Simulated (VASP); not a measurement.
# LiBeBS3 (P-1) in VASP: single point with PBE

Aim: the single point of LiBeBS3 with PBE.

Everything below comes from runs of VASP 6.6.1. Logs are shortened: lines on timing, memory, paths and dates and some standing lists are left out, and cuts for length are marked.

## Step 1: The cell of the first run

The typed cell holds 12 atoms: a = 5.701 Å, b = 5.775 Å, c = 7.263 Å, α = 68.22°, β = 72.01°, γ = 61.02°.

## Step 2: Single point, PBE

INCAR reads:

```
SYSTEM = LiBeBS3
  PREC = Accurate
  ENCUT = 520
  EDIFF = 1E-6
  ISMEAR = 1
  SIGMA = 0.0321
  LREAL = .FALSE.
  LASPH = .TRUE.
  NELM = 60
  ALGO = Normal
  ISIF = 2
  LWAVE = .FALSE.
  LCHARG = .FALSE.
  GGA = PE
  NBANDS = 38
```

KPOINTS reads:

```
Automatic mesh
0
Gamma
  4 4 3
  0.5 0 0.5
```

POSCAR reads:

```
LiBeBS3
1.0
    5.7005960000      0.0000000000      0.0000000000
    2.7977900000      5.0514970000      0.0000000000
    2.2432330000      1.8382640000      6.6589770000
Li Be B S
2 2 2 6
Direct
    0.7419000000      0.1288000000      0.1632000000
    0.2581000000      0.8712000000      0.8368000000
    0.3572000000      0.7275000000      0.3424000000
    0.6428000000      0.2725000000      0.6576000000
    0.0705000000      0.4030000000      0.2692000000
    0.9295000000      0.5970000000      0.7308000000
    0.1246000000      0.6880000000      0.2082600000
    0.8754000000      0.3120000000      0.7917400000
    0.3294000000      0.0983000000      0.2598000000
    0.6706000000      0.9017000000      0.7402000000
    0.2565000000      0.5768000000      0.6602900000
    0.7435000000      0.4232000000      0.3397100000
```

Potentials or basis: VASP PAW PBE potentials, release 64 (Li_sv, Be, B, S).

Started as:

```bash
cat potpaw_PBE.64/Li_sv/POTCAR potpaw_PBE.64/Be/POTCAR potpaw_PBE.64/B/POTCAR potpaw_PBE.64/S/POTCAR > POTCAR
mpirun -np 1 vasp_std > vasp.out
```

OUTCAR:

```text
SYSTEM = LiBeBS3
   PREC = Accurate
   ENCUT = 520
   EDIFF = 1E-6
   ISMEAR = 1
   LREAL = .FALSE.
   LASPH = .TRUE.
   NELM = 60
   ISIF = 2
   GGA = PE

 ion  position               nearest neighbor table
   1  0.742  0.129  0.163-   9 2.31   7 2.41  12 2.48   8 2.52
   2  0.258  0.871  0.837-  10 2.31   8 2.41  11 2.48   7 2.52
   3  0.357  0.727  0.342-   9 1.94   7 2.00  12 2.05  11 2.14
   4  0.643  0.273  0.658-  10 1.94   8 2.00  11 2.05  12 2.14
   5  0.071  0.403  0.269-   9 1.67   7 1.69  12 1.73
   6  0.929  0.597  0.731-  10 1.67   8 1.69  11 1.73
   7  0.125  0.688  0.208-   5 1.69   3 2.00   1 2.41   2 2.52
   8  0.875  0.312  0.792-   6 1.69   4 2.00   2 2.41   1 2.52
   9  0.329  0.098  0.260-   5 1.67   3 1.94   1 2.31
  10  0.671  0.902  0.740-   6 1.67   4 1.94   2 2.31
  11  0.257  0.577  0.660-   6 1.73   4 2.05   3 2.14   2 2.48
  12  0.743  0.423  0.340-   5 1.73   3 2.05   4 2.14   1 2.48

  LATTYP: Found a triclinic cell.
 ALAT       =     7.4144706126
 B/A-ratio  =     1.0418721313
 C/A-ratio  =     0.7788195525
 COS(alpha) =     0.0086753857
 COS(beta)  =     0.4153479387
 COS(gamma) =     0.7045240536

  Lattice vectors:

 A1 = (  -0.5545570000,  -3.2132330000,   6.6589770000)
 A2 = (  -3.4573630000,   1.8382640000,   6.6589770000)
 A3 = (  -2.7977900000,  -5.0514970000,   0.0000000000)

Analysis of symmetry for initial positions (statically):
=====================================================================
 Subroutine PRICEL returns:
 Original cell was already a primitive cell.

 Routine SETGRP: Setting up the symmetry group for a
 triclinic supercell.

 Subroutine GETGRP returns: Found  2 space group operations
 (whereof  2 operations were pure point group operations)
 out of a pool of  2 trial point group operations.

The static configuration has the point symmetry S_2 .

Analysis of symmetry for dynamics (positions and initial velocities):
=====================================================================
 Subroutine PRICEL returns:
 Original cell was already a primitive cell.

 Routine SETGRP: Setting up the symmetry group for a
 triclinic supercell.

 Subroutine GETGRP returns: Found  2 space group operations
 (whereof  2 operations were pure point group operations)
 out of a pool of  2 trial point group operations.

The dynamic configuration has the point symmetry S_2 .

 Subroutine INISYM returns: Found  2 space group operations
 (whereof  2 operations are pure point group operations),
 and found     1 'primitive' translations

----------------------------------------------------------------------------------------

                                     Primitive cell

  volume of cell :     191.7555

  direct lattice vectors                    reciprocal lattice vectors
     5.700596000  0.000000000  0.000000000     0.175420254 -0.097157146 -0.032273429
     2.797790000  5.051497000  0.000000000     0.000000000  0.197961119 -0.054648754
     2.243233000  1.838264000  6.658977000     0.000000000  0.000000000  0.150173217

  length of vectors
     5.700596000  5.774534685  7.263145566     0.203109209  0.205365750  0.150173217

  position of ions in fractional coordinates (direct lattice)
     0.741900000  0.128800000  0.163200000
     0.258100000  0.871200000  0.836800000
     0.357200000  0.727500000  0.342400000
     0.642800000  0.272500000  0.657600000
     0.070500000  0.403000000  0.269200000
     0.929500000  0.597000000  0.730800000
     0.124600000  0.688000000  0.208260000
     0.875400000  0.312000000  0.791740000
     0.329400000  0.098300000  0.259800000
     0.670600000  0.901700000  0.740200000
     0.256500000  0.576800000  0.660290000
     0.743500000  0.423200000  0.339710000

  ion indices of the primitive-cell ions
   primitive index   ion index
                 1           1
                 2           2
                 3           3
                 4           4
                 5           5
                 6           6
                 7           7
                 8           8
                 9           9
                10          10
                11          11
                12          12

----------------------------------------------------------------------------------------

 KPOINTS: Automatic mesh

Automatic generation of k-mesh.
 Grid dimensions read from file:
 generate k-points for:    4    4    3

 Generating k-lattice:

  Cartesian coordinates                     Fractional coordinates (reciprocal lattice)
     0.043855064 -0.024289287 -0.008068357     0.250000000  0.000000000  0.000000000
     0.000000000  0.049490280 -0.013662189     0.000000000  0.250000000  0.000000000
     0.000000000  0.000000000  0.050057739     0.000000000  0.000000000  0.333333333

  Length of vectors
     0.050777302  0.051341437  0.050057739

  Shift w.r.t. Gamma in fractional coordinates (k-lattice)
     0.500000000  0.000000000  0.500000000

 Subroutine IBZKPT returns following result:
 ===========================================

 Found     24 irreducible k-points:

 Following reciprocal coordinates:
            Coordinates               Weight
  0.125000 -0.000000  0.166667      2.000000
  0.375000 -0.000000  0.166667      2.000000
 -0.375000  0.000000  0.166667      2.000000
 -0.125000  0.000000  0.166667      2.000000
  0.125000  0.250000  0.166667      2.000000
  0.375000  0.250000  0.166667      2.000000
[... 16 lines left out ...]
  0.125000  0.500000  0.500000      2.000000
  0.375000  0.500000  0.500000      2.000000
   k-points           NKPTS =     24   k-points in BZ     NKDIM =     24   number of bands    NBANDS=     38
   number of dos      NEDOS =    301   number of ions     NIONS =     12
   total plane-waves  NPLWV = 108864
   dimension x,y,z NGX =    42 NGY =   48 NGZ =   54
   dimension x,y,z NGXF=    84 NGYF=   96 NGZF=  108
   ions per type =               2   2   2   6
   NGX,Y,Z   is equivalent  to a cutoff of  12.25, 13.82, 12.36 a.u.
   NGXF,Y,Z  is equivalent  to a cutoff of  24.50, 27.64, 24.72 a.u.
 SYSTEM =  LiBeBS3
   PREC   = accura    normal or accurate (medium, high low for compatibility)
   ISTART =      0    job   : 0-new  1-cont  2-samecut
   ICHARG =      2    charge: 1-file 2-atom 10-const
   ISPIN  =      1    spin polarized calculation?
   LNONCOLLINEAR =      F non collinear calculations
   LSORBIT =      F    spin-orbit coupling
   LASPH  =      T    aspherical Exc in radial PAW
   ENCUT  =  520.0 eV  38.22 Ry    6.18 a.u.  10.60 10.74 13.50*2*pi/ulx,y,z
   NELM   =     60;   NELMIN=  2; NELMDL= -5     # of ELM steps
   EDIFF  = 0.1E-05   stopping-criterion for ELM
   LREAL  =      F    real-space projection
   EDIFFG = 0.1E-04   stopping-criterion for IOM
   NSW    =      0    number of steps for IOM
   IBRION =     -1    ionic relax: 0-MD 1-quasi-New 2-CG
   NFREE  =      0    steps in history (QN), initial steepest desc. (CG)
   ISIF   =      2    stress and relaxation
   ISYM   =      2    0-nonsym 1-usesym 2-fastsym
   POTIM  = 0.5000    time-step for ionic-motion
   TEBEG  =    0.0;   TEEND  =   0.0 temperature during run
   PSTRESS=    0.0 pullay stress
   NELECT =      52.0000    total number of electrons
   NUPDOWN=      -1.0000    fix difference up-down
   EMIN   =  10.00;   EMAX   =-10.00  energy-range for DOS
   EFERMI =   0.00;   METHOD = LEGACY
   ISMEAR =     1;   SIGMA  =   0.03  broadening in eV -4-tet -1-fermi 0-gaus
   EFERMI_NEDOS =   21; number of points for ismear=-14 and -15
   IALGO  =     38    algorithm
   IMIX   =      4    mixing-type and parameters
     AMIX     =   0.40;   BMIX     =  1.00
     AMIX_MAG =   1.60;   BMIX_MAG =  1.00
  volume/ion in A,a.u.               =      15.98       107.84
  Fermi-wavevector in a.u.,A,eV,Ry     =   1.059644  2.002437 15.277239  1.122845
  Thomas-Fermi vector in A             =   2.194997
   LORBIT       =      0    0 simple, 1 ext, 2 COOP (PROOUT), +10 PAW based schemes
   GGA     = PE    functional components
   LHFCALC =     F    Hartree Fock is set to
   AEXX    =    0.0000 exact exchange contribution
   IVDW    =     0    specifies the selected vdW correction
   LEPSILON=     F    determine dielectric tensor
   LRPA    =     F    only Hartree local field effects (RPA)
 non-spin polarized calculation
 Methfessel and Paxton  Order N= 1 SIGMA  =   0.03
  energy-cutoff  :      520.00
  volume of cell :      191.76
 maximum number of plane-waves:      5183
 NGX is ok and might be reduce to    42
   NGX = 21   NGY = 21   NGZ = 27

 number of electron      51.9999997 magnetization

 Free energy of the ion-electron system (eV)
  ---------------------------------------------------
  ext. energy  EPLUGINS =         0.00000000
  ---------------------------------------------------
  free energy    TOTEN  =       -57.46578625 eV

  energy without entropy =      -57.46589899  energy(sigma->0) =      -57.46582383

 E-fermi :   2.6922     XC(G=0):  -8.9709

 val. band max:        2.6663141554   @ k =  -0.3750   0.5000   0.1667
 cond. band min:       5.3340070467   @ k =   0.3750   0.2500   0.1667
 fundamental gap:      2.6676928912
 Fermi energy:         2.6921734155

 k-point     1 :       0.1250   -0.0000    0.1667
  band No.  band energies     occupation
      1     -41.5788      2.00000
      2     -41.5769      2.00000
      3     -11.7171      2.00000
      4     -11.1524      2.00000
      5      -9.5958      2.00000
      6      -9.2795      2.00000
[... 30 lines left out ...]
     37      10.0803      0.00000
     38      10.4143      0.00000
[... 941 lines left out ...]
     37      10.2673      0.00000
     38      10.5121      0.00000

------------------------ aborting loop because EDIFF is reached ----------------------------------------

  FORCE on cell =-STRESS in cart. coord.  units (eV):
  Direction    XX          YY          ZZ          XY          YZ          ZX
  --------------------------------------------------------------------------------------
  -------------------------------------------------------------------------------------
  Total       22.3710437     24.6027591      5.7381890      0.8974289     -3.3926899     -4.2683400
  in kB      186.9170636    205.5637440     47.9443626      7.4982989    -28.3469851    -35.6633149
  external PRESSURE =     146.8083901 kB  Pullay stress =       0.0000000 kB

 VOLUME and BASIS-vectors are now :
 -----------------------------------------------------------------------------
  energy-cutoff  :      520.00
  volume of cell :      191.76
      direct lattice vectors                 reciprocal lattice vectors
     5.700596000  0.000000000  0.000000000     0.175420254 -0.097157146 -0.032273429
     2.797790000  5.051497000  0.000000000     0.000000000  0.197961119 -0.054648754
     2.243233000  1.838264000  6.658977000     0.000000000  0.000000000  0.150173217

 POSITION                                       TOTAL-FORCE (eV/Angst)
 -----------------------------------------------------------------------------------
      4.95572      0.95064      1.08675         0.202978      0.116942     -0.024407
      5.78590      5.93912      5.57223        -0.202978     -0.116942      0.024407
      4.83973      4.30439      2.28003        -0.329717     -0.416745      0.732453
      5.90189      2.58538      4.37894         0.329717      0.416745     -0.732453
      2.13328      2.53061      1.79260        -0.723968      0.185433      0.427116
      8.60834      4.35915      4.86638         0.723968     -0.185433     -0.427116
      3.10235      3.85827      1.38680         1.232253      2.892343     -1.561889
      7.63927      3.03149      5.27218        -1.232253     -2.892343      1.561889
      2.73559      0.97414      1.73000         2.245861     -2.179449     -0.722040
      8.00603      5.91562      4.92897        -2.245861      2.179449      0.722040
      4.55715      4.12749      4.39686         2.668982      0.424230     -0.320434
      6.18447      2.76227      2.26212        -2.668982     -0.424230      0.320434
 -----------------------------------------------------------------------------------
    total drift:                               -0.000000     -0.000000     -0.000000

  FREE ENERGIE OF THE ION-ELECTRON SYSTEM (eV)
  ---------------------------------------------------
  free  energy   TOTEN  =       -57.4657862485 eV

  energy  without entropy=      -57.4658989913  energy(sigma->0) =      -57.46582383
```

Run time: 5.5 min. Hardware: 1 thread of AMD EPYC 7R13 (Zen 3), shared host; peak memory 0.37 GiB.

What came out:

| Item | Value |
| --- | --- |
| Free energy | -57.4658 eV |
| Largest force | 3.510 eV/Å |
| Band gap on the k mesh | 2.67 eV, indirect (least direct gap 2.87 eV) |

Forces in eV/Å, atoms in the order of the input:
```
Li   0.203  0.117 -0.024
Li  -0.203 -0.117  0.024
Be  -0.330 -0.417  0.732
Be   0.330  0.417 -0.732
B   -0.724  0.185  0.427
B    0.724 -0.185 -0.427
S    1.232  2.892 -1.562
S   -1.232 -2.892  1.562
S    2.246 -2.179 -0.722
S   -2.246  2.179  0.722
S    2.669  0.424 -0.320
S   -2.669 -0.424  0.320
```

Caveat: the cutoff is under 1.25 times the usual one of these potentials, so pressure, stress and relaxed cells hold a basis-set (Pulay) error; forces of over 1 eV/Å act on the atoms, so gaps and moduli don't describe the material at rest.
